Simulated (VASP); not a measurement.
# TiSi2 (Cmcm) in VASP: a series of runs

TiSi2 is run at these levels: PBEsol; tasks: single point, relaxation of cell and atoms.

Everything below comes from runs of VASP 6.6.1. Logs are shortened: lines on timing, memory, paths and dates and some standing lists are left out, and cuts for length are marked.

## Step 1: The cell of the first run

Symmetry: Cmcm, No. 63, orthorhombic system. The conventional cell has a = 3.447 Å, b = 13.081 Å, c = 3.594 Å, α = 90.00°, β = 90.00°, γ = 90.00°. Within 3.6 Å of Ti (site symmetry m2m) lie 10 Si at 2.55 to 2.73 Å and 6 Ti at 3.21 to 3.59 Å. Si (site symmetry m2m) has 6 Si at 2.39 to 3.08 Å and 6 Ti at 2.55 to 2.73 Å within 3.2 Å. Within 3.3 Å of Si (site symmetry m2m) lie 8 Si at 2.49 to 3.08 Å and 4 Ti at 2.61 to 2.63 Å.

## Step 2: Single point, PBEsol (biaxial strain in the a-b plane: -2.0 %, then relaxed in part)

Input file INCAR:

```
  ALGO = Normal
  EDIFF = 1E-6
  ENCUT = 520
  GGA = PS
  ISIF = 2
  ISMEAR = 0
  LASPH = True
  LCHARG = False
  LREAL = False
  LWAVE = False
  NBANDS = 52
  NELM = 80
  PREC = Accurate
  SIGMA = 0.1
```

Input file KPOINTS:

```
k-points
0
Gamma
  10 4 10
```

Input file POSCAR:

```
TiSi2
1.0
    3.4467085895      0.0000000000      0.0000000000
    0.0000000000     13.0812830392      0.0000000000
    0.0000000000      0.0000000000      3.5940185776
Ti Si
4 8
Direct
    0.5000000000      0.6017677316      0.7500000000
    0.0000000000      0.8982322684      0.2500000000
    0.0000000000      0.1017677316      0.7500000000
    0.5000000000      0.3982322684      0.2500000000
    0.5000000000      0.9395937476      0.7500000000
    0.0000000000      0.5604062524      0.2500000000
    0.0000000000      0.7512419492      0.7500000000
    0.5000000000      0.7487580508      0.2500000000
    0.0000000000      0.4395937476      0.7500000000
    0.5000000000      0.0604062524      0.2500000000
    0.5000000000      0.2512419492      0.7500000000
    0.0000000000      0.2487580508      0.2500000000
```

Potentials or basis: VASP PAW PBE potentials, release 64 (Ti_sv, Si).

Launch:

```console
> cat potpaw_PBE.64/Ti_sv/POTCAR potpaw_PBE.64/Si/POTCAR > POTCAR
> mpirun -np 1 vasp_std > vasp.out
```

OUTCAR:

```text
EDIFF = 1E-6
   ENCUT = 520
   GGA = PS
   ISIF = 2
   ISMEAR = 0
   LASPH = True
   LREAL = False
   NELM = 80
   PREC = Accurate

 ion  position               nearest neighbor table
   1  0.500  0.602  0.750-   6 2.55   6 2.55   6 2.55   6 2.55   7 2.61   7 2.61   8 2.63   8 2.63
                             9 2.73   9 2.73
   2  0.000  0.898  0.250-   5 2.55   5 2.55   5 2.55   5 2.55   8 2.61   8 2.61   7 2.63   7 2.63
                            10 2.73  10 2.73
   3  0.000  0.102  0.750-  10 2.55  10 2.55  10 2.55  10 2.55  11 2.61  11 2.61  12 2.63  12 2.63
                             5 2.73   5 2.73
   4  0.500  0.398  0.250-   9 2.55   9 2.55   9 2.55   9 2.55  12 2.61  12 2.61  11 2.63  11 2.63
                             6 2.73   6 2.73
   5  0.500  0.940  0.750-  10 2.39  10 2.39   2 2.55   2 2.55   2 2.55   2 2.55   3 2.73   3 2.73
                             7 3.01   7 3.01   8 3.08   8 3.08
   6  0.000  0.560  0.250-   9 2.39   9 2.39   1 2.55   1 2.55   1 2.55   1 2.55   4 2.73   4 2.73
                             8 3.01   8 3.01   7 3.08   7 3.08
   7  0.000  0.751  0.750-   8 2.49   8 2.49   8 2.49   8 2.49   1 2.61   1 2.61   2 2.63   2 2.63
                             5 3.01   5 3.01   6 3.08   6 3.08
   8  0.500  0.749  0.250-   7 2.49   7 2.49   7 2.49   7 2.49   2 2.61   2 2.61   1 2.63   1 2.63
                             6 3.01   6 3.01   5 3.08   5 3.08
   9  0.000  0.440  0.750-   6 2.39   6 2.39   4 2.55   4 2.55   4 2.55   4 2.55   1 2.73   1 2.73
                            11 3.01  11 3.01  12 3.08  12 3.08
  10  0.500  0.060  0.250-   5 2.39   5 2.39   3 2.55   3 2.55   3 2.55   3 2.55   2 2.73   2 2.73
                            12 3.01  12 3.01  11 3.08  11 3.08
  11  0.500  0.251  0.750-  12 2.49  12 2.49  12 2.49  12 2.49   3 2.61   3 2.61   4 2.63   4 2.63
                             9 3.01   9 3.01  10 3.08  10 3.08
  12  0.000  0.249  0.250-  11 2.49  11 2.49  11 2.49  11 2.49   4 2.61   4 2.61   3 2.63   3 2.63
                            10 3.01  10 3.01   9 3.08   9 3.08

  LATTYP: Found a simple orthorhombic cell.
 ALAT       =     3.4467085895
 B/A-ratio  =     1.0427393220
 C/A-ratio  =     3.7952970782

  Lattice vectors:

 A1 = (  -3.4467085895,   0.0000000000,   0.0000000000)
 A2 = (   0.0000000000,   0.0000000000,   3.5940185776)
 A3 = (   0.0000000000,  13.0812830392,   0.0000000000)

Analysis of symmetry for initial positions (statically):
=====================================================================
 Subroutine PRICEL returns following result:

  LATTYP: Found a base centered orthorhombic cell.
 ALAT       =     3.4467085895
 B/A-ratio  =     3.7952970782
 C/A-ratio  =     1.0427393220

  Lattice vectors:

 A1 = (  -1.7233542948,   6.5406415196,   0.0000000000)
 A2 = (  -1.7233542947,  -6.5406415196,   0.0000000000)
 A3 = (   0.0000000000,   0.0000000000,   3.5940185776)

   2 primitive cells build up your supercell.

 Routine SETGRP: Setting up the symmetry group for a
 simple orthorhombic supercell.

 Subroutine GETGRP returns: Found  8 space group operations
 (whereof  4 operations were pure point group operations)
 out of a pool of  8 trial point group operations.

The static configuration has the point symmetry C_2h.
 The point group associated with its full space group is D_2h.

Analysis of symmetry for dynamics (positions and initial velocities):
=====================================================================
 Subroutine PRICEL returns following result:

  LATTYP: Found a base centered orthorhombic cell.
 ALAT       =     3.4467085895
 B/A-ratio  =     3.7952970782
 C/A-ratio  =     1.0427393220

  Lattice vectors:

 A1 = (  -1.7233542948,   6.5406415196,   0.0000000000)
 A2 = (  -1.7233542947,  -6.5406415196,   0.0000000000)
 A3 = (   0.0000000000,   0.0000000000,   3.5940185776)

   2 primitive cells build up your supercell.

 Routine SETGRP: Setting up the symmetry group for a
 simple orthorhombic supercell.

 Subroutine GETGRP returns: Found  8 space group operations
 (whereof  4 operations were pure point group operations)
 out of a pool of  8 trial point group operations.

The dynamic configuration has the point symmetry C_2h.
[... 39 lines left out ...]
 KPOINTS: k-points

Automatic generation of k-mesh.
 Grid dimensions read from file:
 generate k-points for:   10    4   10

 Generating k-lattice:

  Cartesian coordinates                     Fractional coordinates (reciprocal lattice)
     0.029013187  0.000000000  0.000000000     0.100000000  0.000000000  0.000000000
     0.000000000  0.019111275  0.000000000     0.000000000  0.250000000  0.000000000
     0.000000000  0.000000000  0.027824008     0.000000000  0.000000000  0.100000000

  Length of vectors
     0.029013187  0.019111275  0.027824008

  Shift w.r.t. Gamma in fractional coordinates (k-lattice)
     0.000000000  0.000000000  0.000000000

 Subroutine IBZKPT returns following result:
 ===========================================

 Found    108 irreducible k-points:

 Following reciprocal coordinates:
            Coordinates               Weight
  0.000000  0.000000  0.000000      1.000000
  0.100000  0.000000  0.000000      2.000000
  0.200000  0.000000  0.000000      2.000000
  0.300000  0.000000  0.000000      2.000000
  0.400000  0.000000  0.000000      2.000000
  0.500000  0.000000  0.000000      1.000000
[... 16 lines left out ...]
  0.400000  0.000000  0.100000      4.000000
  0.500000  0.000000  0.100000      2.000000
 [... further k-points ...]
   k-points           NKPTS =    108   k-points in BZ     NKDIM =    108   number of bands    NBANDS=     52
   number of dos      NEDOS =    301   number of ions     NIONS =     12
   total plane-waves  NPLWV =  76832
   dimension x,y,z NGX =    28 NGY =   98 NGZ =   28
   dimension x,y,z NGXF=    56 NGYF=  196 NGZF=   56
   ions per type =               4   8
   NGX,Y,Z   is equivalent  to a cutoff of  13.51, 12.45, 12.95 a.u.
   NGXF,Y,Z  is equivalent  to a cutoff of  27.01, 24.91, 25.90 a.u.
 SYSTEM =  unknown system
   PREC   = accura    normal or accurate (medium, high low for compatibility)
   ISTART =      0    job   : 0-new  1-cont  2-samecut
   ICHARG =      2    charge: 1-file 2-atom 10-const
   ISPIN  =      1    spin polarized calculation?
   LNONCOLLINEAR =      F non collinear calculations
   LSORBIT =      F    spin-orbit coupling
   LASPH  =      T    aspherical Exc in radial PAW
   ENCUT  =  520.0 eV  38.22 Ry    6.18 a.u.   6.41 24.32  6.68*2*pi/ulx,y,z
   NELM   =     80;   NELMIN=  2; NELMDL= -5     # of ELM steps
   EDIFF  = 0.1E-05   stopping-criterion for ELM
   LREAL  =      F    real-space projection
   EDIFFG = 0.1E-04   stopping-criterion for IOM
   NSW    =      0    number of steps for IOM
   IBRION =     -1    ionic relax: 0-MD 1-quasi-New 2-CG
   NFREE  =      0    steps in history (QN), initial steepest desc. (CG)
   ISIF   =      2    stress and relaxation
   ISYM   =      2    0-nonsym 1-usesym 2-fastsym
   POTIM  = 0.5000    time-step for ionic-motion
   TEBEG  =    0.0;   TEEND  =   0.0 temperature during run
   PSTRESS=    0.0 pullay stress
   NELECT =      80.0000    total number of electrons
   NUPDOWN=      -1.0000    fix difference up-down
   EMIN   =  10.00;   EMAX   =-10.00  energy-range for DOS
   EFERMI =   0.00;   METHOD = LEGACY
   ISMEAR =     0;   SIGMA  =   0.10  broadening in eV -4-tet -1-fermi 0-gaus
   EFERMI_NEDOS =   21; number of points for ismear=-14 and -15
   IALGO  =     38    algorithm
   IMIX   =      4    mixing-type and parameters
     AMIX     =   0.40;   BMIX     =  1.00
     AMIX_MAG =   1.60;   BMIX_MAG =  1.00
  volume/ion in A,a.u.               =      13.50        91.13
  Fermi-wavevector in a.u.,A,eV,Ry     =   1.293877  2.445074 22.777764  1.674118
  Thomas-Fermi vector in A             =   2.425495
   LORBIT       =      0    0 simple, 1 ext, 2 COOP (PROOUT), +10 PAW based schemes
   GGA     = PS    functional components
   LHFCALC =     F    Hartree Fock is set to
   AEXX    =    0.0000 exact exchange contribution
   IVDW    =     0    specifies the selected vdW correction
   LEPSILON=     F    determine dielectric tensor
   LRPA    =     F    only Hartree local field effects (RPA)
 non-spin polarized calculation
 Gauss-broadening in eV      SIGMA  =   0.10
  energy-cutoff  :      520.00
  volume of cell :      162.04
 maximum number of plane-waves:      4402
 NGX is ok and might be reduce to    28
   NGX = 13   NGY = 49   NGZ = 13

 number of electron      80.0000002 magnetization

 Free energy of the ion-electron system (eV)
  ---------------------------------------------------
  ext. energy  EPLUGINS =         0.00000000
  ---------------------------------------------------
  free energy    TOTEN  =       -87.26739675 eV

  energy without entropy =      -87.24952947  energy(sigma->0) =      -87.25846311

 E-fermi :  11.0991     XC(G=0): -11.9563

 val. band max:       11.0827751576   @ k =   0.1000   0.0000   0.2000
 cond. band min:      11.1044399416   @ k =   0.1000   0.5000   0.3000
 fundamental gap:      0.0216647840
 Fermi energy:        11.0990582917

 k-point     1 :       0.0000    0.0000    0.0000
  band No.  band energies     occupation
      1     -45.3133      2.00000
      2     -45.3130      2.00000
      3     -45.2992      2.00000
      4     -45.2989      2.00000
      5     -21.7897      2.00000
      6     -21.7866      2.00000
[... 1309 lines left out ...]
     51      13.2252      0.00000
     52      13.2252      0.00000

 [... further k-points ...]

------------------------ aborting loop because EDIFF is reached ----------------------------------------

  FORCE on cell =-STRESS in cart. coord.  units (eV):
  Direction    XX          YY          ZZ          XY          YZ          ZX
  --------------------------------------------------------------------------------------
  -------------------------------------------------------------------------------------
  Total        6.5794806      5.6788879      0.1637235      0.0000000      0.0000000      0.0000000
  in kB       65.0529452     56.1485640      1.6187742      0.0000000      0.0000000      0.0000000
  external PRESSURE =      40.9400944 kB  Pullay stress =       0.0000000 kB

 VOLUME and BASIS-vectors are now :
 -----------------------------------------------------------------------------
  energy-cutoff  :      520.00
  volume of cell :      162.04
      direct lattice vectors                 reciprocal lattice vectors
     3.446708590  0.000000000  0.000000000     0.290131868  0.000000000  0.000000000
     0.000000000 13.081283039  0.000000000     0.000000000  0.076445101  0.000000000
     0.000000000  0.000000000  3.594018578     0.000000000  0.000000000  0.278240075

 POSITION                                       TOTAL-FORCE (eV/Angst)
 -----------------------------------------------------------------------------------
      1.72335      7.87189      2.69551         0.000000      0.000421      0.000000
      0.00000     11.75003      0.89850        -0.000000     -0.000421     -0.000000
      0.00000      1.33125      2.69551         0.000000      0.000421      0.000000
      1.72335      5.20939      0.89850        -0.000000     -0.000421      0.000000
      1.72335     12.29109      2.69551        -0.000000      0.000385     -0.000000
      0.00000      7.33083      0.89850        -0.000000     -0.000385      0.000000
      0.00000      9.82721      2.69551        -0.000000      0.000509     -0.000000
      1.72335      9.79472      0.89850        -0.000000     -0.000509      0.000000
      0.00000      5.75045      2.69551        -0.000000      0.000385     -0.000000
      1.72335      0.79019      0.89850        -0.000000     -0.000385     -0.000000
      1.72335      3.28657      2.69551        -0.000000      0.000509     -0.000000
      0.00000      3.25407      0.89850        -0.000000     -0.000509      0.000000
 -----------------------------------------------------------------------------------
    total drift:                                0.000000      0.000000      0.000000

  FREE ENERGIE OF THE ION-ELECTRON SYSTEM (eV)
  ---------------------------------------------------
  free  energy   TOTEN  =       -87.2673967476 eV

  energy  without entropy=      -87.2495294696  energy(sigma->0) =      -87.25846311
```

It took 8.8 min on 1 thread of AMD EPYC 9R45 (Zen 5), shared host; peak memory 0.67 GiB.

What came out:

| Quantity | Value |
| --- | --- |
| Free energy | -87.2674 eV |
| Pressure | 4.1 GPa |
| Band gap on the k mesh | zero (bands 40 and 41 overlap by 1.13 eV) |

Caveat: the cell differs from its parent crystal (biaxial strain in the a-b plane: -2.0 %, then relaxed in part); the stress differs along the axes, from 0 to 7 GPa; the PAW data sets were made with another functional, which shifts forces and pressure a little.

(Continued in part 2 of 2.)

The gap in the log of VASP goes by the Fermi energy; the results here count the filled bands.